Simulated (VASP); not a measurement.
# FeO (Fm-3m) in VASP: further runs

Aim: see how the results for FeO move with the level of theory and the settings. Levels: revPBE, PBE, PBEsol. Tasks: single point.

All numbers are computed with VASP 6.6.1; they aren't measurements. Logs are shortened: lines on timing, memory, paths and dates and some standing lists are left out, and cuts for length are marked.

**The experiment to reproduce.**

“W\"ustite: Electric, thermodynamic and optical properties of FeO”, 2012, arxiv:1203.1201 quotes, for a bulk crystal of FeO: band gap 2.4 eV (optical).

The runs below are set against these values where they give the same quantity.

### 1 The cell of the first run

Symmetry: Fm-3m, No. 225, cubic system. The conventional cell has a = 4.282 Å, b = 4.282 Å, c = 4.282 Å, α = 90.00°, β = 90.00°, γ = 90.00°. Fe (site symmetry m-3m) has 6 O at 2.14 Å within 2.8 Å. O (site symmetry m-3m) has 6 Fe at 2.14 Å within 2.8 Å.

### 2 Single point, revPBE, collinear spin, ferromagnetic start

Contents of INCAR:

```
PREC     = Accurate       # precision mode
ENCUT    = 700            # plane-wave cutoff, eV
EDIFF    = 1E-6           # SCF threshold, eV
ISMEAR   = -1             # smearing method
SIGMA    = 0.05           # smearing width, eV
LREAL    = F              # projectors in reciprocal space
LASPH    = T              # aspherical terms in the spheres
NELM     = 200            # most SCF steps
ALGO     = Normal         # electronic algorithm
ISIF     = 2              # what is computed and relaxed
LWAVE    = F              # write WAVECAR
LCHARG   = F              # write CHGCAR
ISPIN    = 2              # spin polarisation
MAGMOM   = 3 0            # initial moments
LORBIT   = 11             # projections on sites
LMAXMIX  = 4              # l up to which the mixer works
GGA      = RE             # functional
NBANDS   = 22             # bands
GGA_COMPAT= F
```

Contents of KPOINTS:

```
regular mesh
0
Gamma
  11 11 11
```

Contents of POSCAR:

```
FeO
1.0
    0.0000000000      2.1409337923      2.1409337923
    2.1409337923      0.0000000000      2.1409337923
    2.1409337923      2.1409337923      0.0000000000
Fe O
1 1
Direct
    0.0000000000      0.0000000000      0.0000000000
    0.5000000000      0.5000000000      0.5000000000
```

Potentials or basis: VASP PAW PBE potentials, release 64 (Fe_sv, O).

Launch:

```
cat potpaw_PBE.64/Fe_sv/POTCAR potpaw_PBE.64/O/POTCAR > POTCAR
mpirun -np 1 vasp_std > vasp.out
```

OUTCAR:

```text
PREC = Accurate
   ENCUT = 700
   EDIFF = 1E-6
   ISMEAR = -1
   LREAL = F
   LASPH = T
   NELM = 200
   ISIF = 2
   ISPIN = 2
   LORBIT = 11
   GGA = RE

 ion  position               nearest neighbor table
   1  0.000  0.000  0.000-   2 2.14   2 2.14   2 2.14   2 2.14   2 2.14   2 2.14
   2  0.500  0.500  0.500-   1 2.14   1 2.14   1 2.14   1 2.14   1 2.14   1 2.14

  LATTYP: Found a face centered cubic cell.
 ALAT       =     4.2818675846

  Lattice vectors:

 A1 = (   0.0000000000,   2.1409337923,   2.1409337923)
 A2 = (   2.1409337923,   0.0000000000,   2.1409337923)
 A3 = (   2.1409337923,   2.1409337923,   0.0000000000)

Analysis of symmetry for initial positions (statically):
=====================================================================
 Subroutine PRICEL returns:
 Original cell was already a primitive cell.

 Routine SETGRP: Setting up the symmetry group for a
 face centered cubic supercell.

 Subroutine GETGRP returns: Found 48 space group operations
 (whereof 48 operations were pure point group operations)
 out of a pool of 48 trial point group operations.

The static configuration has the point symmetry O_h .

Analysis of symmetry for dynamics (positions and initial velocities):
=====================================================================
 Subroutine PRICEL returns:
 Original cell was already a primitive cell.

 Routine SETGRP: Setting up the symmetry group for a
 face centered cubic supercell.

 Subroutine GETGRP returns: Found 48 space group operations
 (whereof 48 operations were pure point group operations)
 out of a pool of 48 trial point group operations.

The dynamic configuration has the point symmetry O_h .

Analysis of structural, dynamic, and magnetic symmetry:
=====================================================================
 Subroutine PRICEL returns:
 Original cell was already a primitive cell.

 Routine SETGRP: Setting up the symmetry group for a
 face centered cubic supercell.

 Subroutine GETGRP returns: Found 48 space group operations
 (whereof 48 operations were pure point group operations)
 out of a pool of 48 trial point group operations.

The overall configuration has the point symmetry O_h .

 Subroutine INISYM returns: Found 48 space group operations
 (whereof 48 operations are pure point group operations),
 and found     1 'primitive' translations

----------------------------------------------------------------------------------------

                                     Primitive cell

  volume of cell :      19.6264

  direct lattice vectors                    reciprocal lattice vectors
     0.000000000  2.140933792  2.140933792    -0.233542953  0.233542953  0.233542953
     2.140933792  0.000000000  2.140933792     0.233542953 -0.233542953  0.233542953
     2.140933792  2.140933792  0.000000000     0.233542953  0.233542953 -0.233542953

  length of vectors
     3.027737605  3.027737605  3.027737605     0.404508260  0.404508260  0.404508260

  position of ions in fractional coordinates (direct lattice)
     0.000000000  0.000000000  0.000000000
     0.500000000  0.500000000  0.500000000

  ion indices of the primitive-cell ions
   primitive index   ion index
                 1           1
                 2           2

----------------------------------------------------------------------------------------

 KPOINTS: regular mesh

Automatic generation of k-mesh.
 Grid dimensions read from file:
 generate k-points for:   11   11   11

 Generating k-lattice:

  Cartesian coordinates                     Fractional coordinates (reciprocal lattice)
    -0.021231178  0.021231178  0.021231178     0.090909091  0.000000000  0.000000000
     0.021231178 -0.021231178  0.021231178     0.000000000  0.090909091  0.000000000
     0.021231178  0.021231178 -0.021231178     0.000000000  0.000000000  0.090909091

  Length of vectors
     0.036773478  0.036773478  0.036773478

  Shift w.r.t. Gamma in fractional coordinates (k-lattice)
     0.000000000  0.000000000  0.000000000

 Subroutine IBZKPT returns following result:
 ===========================================

 Found     56 irreducible k-points:

 Following reciprocal coordinates:
            Coordinates               Weight
  0.000000  0.000000  0.000000      1.000000
  0.090909  0.000000  0.000000      8.000000
  0.181818  0.000000  0.000000      8.000000
  0.272727  0.000000  0.000000      8.000000
  0.363636  0.000000  0.000000      8.000000
  0.454545  0.000000  0.000000      8.000000
[... 16 lines left out ...]
 -0.272727  0.181818  0.000000     24.000000
 -0.181818  0.181818  0.000000     12.000000
 [... further k-points ...]
   k-points           NKPTS =     56   k-points in BZ     NKDIM =     56   number of bands    NBANDS=     22
   number of dos      NEDOS =    301   number of ions     NIONS =      2
   total plane-waves  NPLWV =  21952
   dimension x,y,z NGX =    28 NGY =   28 NGZ =   28
   dimension x,y,z NGXF=    56 NGYF=   56 NGZF=   56
   ions per type =               1   1
   NGX,Y,Z   is equivalent  to a cutoff of  15.37, 15.37, 15.37 a.u.
   NGXF,Y,Z  is equivalent  to a cutoff of  30.75, 30.75, 30.75 a.u.
 SYSTEM =  unknown system
   PREC   = accura    normal or accurate (medium, high low for compatibility)
   ISTART =      0    job   : 0-new  1-cont  2-samecut
   ICHARG =      2    charge: 1-file 2-atom 10-const
   ISPIN  =      2    spin polarized calculation?
   LNONCOLLINEAR =      F non collinear calculations
   LSORBIT =      F    spin-orbit coupling
   LASPH  =      T    aspherical Exc in radial PAW
   ENCUT  =  700.0 eV  51.45 Ry    7.17 a.u.   6.53  6.53  6.53*2*pi/ulx,y,z
   NELM   =    200;   NELMIN=  2; NELMDL= -5     # of ELM steps
   EDIFF  = 0.1E-05   stopping-criterion for ELM
   LREAL  =      F    real-space projection
   EDIFFG = 0.1E-04   stopping-criterion for IOM
   NSW    =      0    number of steps for IOM
   IBRION =     -1    ionic relax: 0-MD 1-quasi-New 2-CG
   NFREE  =      0    steps in history (QN), initial steepest desc. (CG)
   ISIF   =      2    stress and relaxation
   ISYM   =      2    0-nonsym 1-usesym 2-fastsym
   POTIM  = 0.5000    time-step for ionic-motion
   TEBEG  =    0.0;   TEEND  =   0.0 temperature during run
   PSTRESS=    0.0 pullay stress
   NELECT =      22.0000    total number of electrons
   NUPDOWN=      -1.0000    fix difference up-down
   EMIN   =  10.00;   EMAX   =-10.00  energy-range for DOS
   EFERMI =   0.00;   METHOD = LEGACY
   ISMEAR =    -1;   SIGMA  =   0.05  broadening in eV -4-tet -1-fermi 0-gaus
   EFERMI_NEDOS =   21; number of points for ismear=-14 and -15
   IALGO  =     38    algorithm
   IMIX   =      4    mixing-type and parameters
     AMIX     =   0.40;   BMIX     =  1.00
     AMIX_MAG =   1.60;   BMIX_MAG =  1.00
  volume/ion in A,a.u.               =       9.81        66.22
  Fermi-wavevector in a.u.,A,eV,Ry     =   1.700601  3.213670 39.348655  2.892045
  Thomas-Fermi vector in A             =   2.780706
   LORBIT       =     11    0 simple, 1 ext, 2 COOP (PROOUT), +10 PAW based schemes
   GGA     = RE    functional components
   LHFCALC =     F    Hartree Fock is set to
   AEXX    =    0.0000 exact exchange contribution
   IVDW    =     0    specifies the selected vdW correction
   LEPSILON=     F    determine dielectric tensor
   LRPA    =     F    only Hartree local field effects (RPA)
 spin polarized calculation
  energy-cutoff  :      700.00
  volume of cell :       19.63
 maximum number of plane-waves:       869
 NGX is ok and might be reduce to    28
   NGX = 13   NGY = 13   NGZ = 13

 number of electron      22.0000004 magnetization       4.0001763

 Free energy of the ion-electron system (eV)
  ---------------------------------------------------
  ext. energy  EPLUGINS =         0.00000000
  ---------------------------------------------------
  free energy    TOTEN  =       -14.33611180 eV

  energy without entropy =      -14.32484452  energy(sigma->0) =      -14.33047816

 E-fermi :  10.2467     XC(G=0): -12.5041

 val. band max:       10.2400688260   @ k =  -0.2727   0.1818   0.0000
 cond. band min:      10.2473505550   @ k =  -0.3636   0.2727   0.0909
 fundamental gap:      0.0072817290
 Fermi energy:        10.2466630790

 spin component 1

 k-point     1 :       0.0000    0.0000    0.0000
  band No.  band energies     occupation
      1     -79.8154      1.00000
      2     -45.7959      1.00000
      3     -45.7959      1.00000
      4     -45.7959      1.00000
      5     -10.7974      1.00000
      6       6.2659      1.00000
[... 14 lines left out ...]
     21      31.2306      0.00000
     22      34.1291      0.00000

 k-point     2 :       0.0909    0.0000    0.0000
  band No.  band energies     occupation
      1     -79.8149      1.00000
      2     -45.8002      1.00000
      3     -45.7964      1.00000
      4     -45.7964      1.00000
      5     -10.7135      1.00000
      6       5.3675      1.00000
[... 14 lines left out ...]
     21      32.1561      0.00000
     22      35.5063      0.00000

 k-point     3 :       0.1818    0.0000    0.0000
  band No.  band energies     occupation
      1     -79.8137      1.00000
      2     -45.8123      1.00000
      3     -45.7978      1.00000
      4     -45.7978      1.00000
      5     -10.4801      1.00000
      6       4.1022      1.00000
[... 14 lines left out ...]
     21      34.3604      0.00000
     22      37.6991      0.00000
[... 476 lines left out ...]
 k-point    23 :      -0.2727    0.1818    0.0000
  band No.  band energies     occupation
      1     -79.8101      1.00000
      2     -45.8363      1.00000
      3     -45.8137      1.00000
      4     -45.8018      1.00000
      5      -9.8094      1.00000
      6       2.2055      1.00000
[... 14 lines left out ...]
     21      36.7591      0.00000
     22      38.5934      0.00000

 k-point    24 :      -0.1818    0.1818    0.0000
  band No.  band energies     occupation
      1     -79.8115      1.00000
      2     -45.8268      1.00000
      3     -45.8089      1.00000
      4     -45.7992      1.00000
      5     -10.0746      1.00000
      6       2.7702      1.00000
[... 14 lines left out ...]
     21      36.8733      0.00000
     22      38.5911      0.00000

 [... further k-points ...]

 spin component 2

 k-point     1 :       0.0000    0.0000    0.0000
  band No.  band energies     occupation
      1     -75.6403      1.00000
      2     -41.6956      1.00000
      3     -41.6955      1.00000
      4     -41.6955      1.00000
      5     -10.2705      1.00000
      6       6.8246      1.00000
[... 14 lines left out ...]
     21      32.8900      0.00000
     22      35.2481      0.00000

 k-point     2 :       0.0909    0.0000    0.0000
  band No.  band energies     occupation
      1     -75.6397      1.00000
      2     -41.7010      1.00000
      3     -41.6962      1.00000
      4     -41.6962      1.00000
      5     -10.1851      1.00000
      6       6.1820      1.00000
[... 14 lines left out ...]
     21      33.6191      0.00000
     22      36.7915      0.00000

 k-point     3 :       0.1818    0.0000    0.0000
  band No.  band energies     occupation
      1     -75.6382      1.00000
      2     -41.7163      1.00000
      3     -41.6979      1.00000
      4     -41.6979      1.00000
      5      -9.9472      1.00000
      6       4.9174      1.00000
[... 14 lines left out ...]
     21      35.4246      0.00000
     22      39.0236      0.00000
[... 476 lines left out ...]
 k-point    23 :      -0.2727    0.1818    0.0000
  band No.  band energies     occupation
      1     -75.6340      1.00000
      2     -41.7462      1.00000
      3     -41.7176      1.00000
      4     -41.7026      1.00000
      5      -9.2568      1.00000
      6       3.0361      1.00000
[... 14 lines left out ...]
     21      37.3878      0.00000
     22      39.3925      0.00000

 k-point    24 :      -0.1818    0.1818    0.0000
  band No.  band energies     occupation
      1     -75.6356      1.00000
      2     -41.7344      1.00000
      3     -41.7116      1.00000
      4     -41.6995      1.00000
      5      -9.5308      1.00000
      6       3.6439      1.00000
[... 14 lines left out ...]
     21      37.6618      0.00000
     22      39.3788      0.00000

 [... further k-points ...]

------------------------ aborting loop because EDIFF is reached ----------------------------------------

  FORCE on cell =-STRESS in cart. coord.  units (eV):
  Direction    XX          YY          ZZ          XY          YZ          ZX
  --------------------------------------------------------------------------------------
  -------------------------------------------------------------------------------------
  Total        0.8166660      0.8166660      0.8166660     -0.0000000     -0.0000000      0.0000000
  in kB       66.6676850     66.6676850     66.6676850     -0.0000000     -0.0000000      0.0000000
  external PRESSURE =      66.6676850 kB  Pullay stress =       0.0000000 kB

 VOLUME and BASIS-vectors are now :
 -----------------------------------------------------------------------------
  energy-cutoff  :      700.00
  volume of cell :       19.63
      direct lattice vectors                 reciprocal lattice vectors
     0.000000000  2.140933792  2.140933792    -0.233542953  0.233542953  0.233542953
     2.140933792  0.000000000  2.140933792     0.233542953 -0.233542953  0.233542953
     2.140933792  2.140933792  0.000000000     0.233542953  0.233542953 -0.233542953

 POSITION                                       TOTAL-FORCE (eV/Angst)
 -----------------------------------------------------------------------------------
      0.00000      0.00000      0.00000        -0.000000     -0.000000      0.000000
      2.14093      2.14093      2.14093         0.000000      0.000000     -0.000000
 -----------------------------------------------------------------------------------
    total drift:                                0.000000      0.000000      0.000000

  FREE ENERGIE OF THE ION-ELECTRON SYSTEM (eV)
  ---------------------------------------------------
  free  energy   TOTEN  =       -14.3361118010 eV

  energy  without entropy=      -14.3248445189  energy(sigma->0) =      -14.33047816

 total charge

# of ion       s       p       d       tot
------------------------------------------
    1        2.103   6.004   5.522  13.629
    2        1.556   3.460   0.000   5.016
--------------------------------------------------
tot          3.659   9.464   5.522  18.645

 magnetization (x)

# of ion       s       p       d       tot
------------------------------------------
    1        0.016   0.010   3.459   3.485
    2        0.031   0.267   0.000   0.298
--------------------------------------------------
tot          0.046   0.277   3.459   3.782
```

Wall time 82 s (1 thread of AMD EPYC 7R13 (Zen 3), shared host); peak memory 0.18 GiB.

What came out:

| Quantity | Value |
| --- | --- |
| Free energy | -14.3361 eV |
| Pressure | 6.7 GPa |
| Band gap on the k mesh | zero (filled and empty bands overlap) |
| Net moment | 4.00 μB per cell |
| Site moments | Fe +3.48; O +0.30 μB |
| Valence electrons inside the program's atomic spheres | Fe 13.63; O 5.02 |

Caveat: the cell stands under pressure; the PAW data sets were made with another functional, which shifts forces and pressure a little; a cell with one magnetic atom can't hold antiferromagnetic order, which such compounds often take; semilocal functionals often make such compounds metallic where correlation or magnetic order opens a gap, which also shifts bond lengths.

### 3 Single point, revPBE, collinear spin, ferromagnetic start

This run uses another cell than the first one, of 10.21 Å³/atom.

Contents of INCAR:

```
SYSTEM = FeO
ALGO = Normal ; EDIFF = 1E-6
ENCUT = 700 ; GGA = RE
GGA_COMPAT = .FALSE. ; ISIF = 2
ISMEAR = -1 ; ISPIN = 2
LASPH = .TRUE. ; LCHARG = .TRUE.
LELF = .TRUE. ; LMAXMIX = 4
LORBIT = 11 ; LREAL = .FALSE.
LVHAR = .TRUE. ; LWAVE = .FALSE.
MAGMOM = 3 0 ; NBANDS = 22
NELM = 200 ; PREC = Accurate
SIGMA = 0.05
```

Contents of KPOINTS:

```
k-points
0
G
  11 11 11
  0 0 0
```

Contents of POSCAR:

```
FeO
1.0
    0.0000000000      2.1696745882      2.1696745882
    2.1696745882      0.0000000000      2.1696745882
    2.1696745882      2.1696745882      0.0000000000
Fe O
1 1
Direct
    0.0000000000      0.0000000000      0.0000000000
    0.5000000000      0.5000000000      0.5000000000
```

Potentials or basis: VASP PAW PBE potentials, release 64 (Fe_sv, O).

Launch:

```
cat potpaw_PBE.64/Fe_sv/POTCAR potpaw_PBE.64/O/POTCAR > POTCAR
mpirun -np 1 vasp_std > vasp.out
```

It took 91 s on 1 thread of Intel Xeon Platinum 8375C at 2.90GHz (Ice Lake), shared host; peak memory 0.2 GiB.

Results (log left out):

| Quantity | Value |
| --- | --- |
| Free energy | -14.3539 eV |
| Pressure | -0.8 GPa |
| Band gap on the k mesh | zero (filled and empty bands overlap) |
| Net moment | 4.00 μB per cell |
| Site moments | Fe +3.49; O +0.29 μB |
| Valence electrons inside the program's atomic spheres | Fe 13.61; O 4.99 |

Levels at points of the mesh, in eV from the Fermi level:
Spin up:
| k point | band 9 | band 10 | band 11 | band 12 | band 13 | band 14 | band 15 | band 16 | band 17 | band 18 |
| --- | --- | --- | --- | --- | --- | --- | --- | --- | --- | --- |
| (0.00, 0.00, 0.00) | -3.84 | -3.84 | -3.84 | -3.74 | -3.74 | -0.10 | 15.19 | 16.78 | 16.78 | 16.78 |
Spin down:
| k point | band 6 | band 7 | band 8 | band 9 | band 10 | band 11 | band 12 | band 13 |
| --- | --- | --- | --- | --- | --- | --- | --- | --- |
| (0.00, 0.00, 0.00) | -3.30 | -3.30 | -3.30 | -0.71 | -0.71 | -0.71 | 0.26 | 0.26 |

Caveat: the PAW data sets were made with another functional, which shifts forces and pressure a little; a cell with one magnetic atom can't hold antiferromagnetic order, which such compounds often take; semilocal functionals often make such compounds metallic where correlation or magnetic order opens a gap, which also shifts bond lengths.

[end of part 1 of 2]
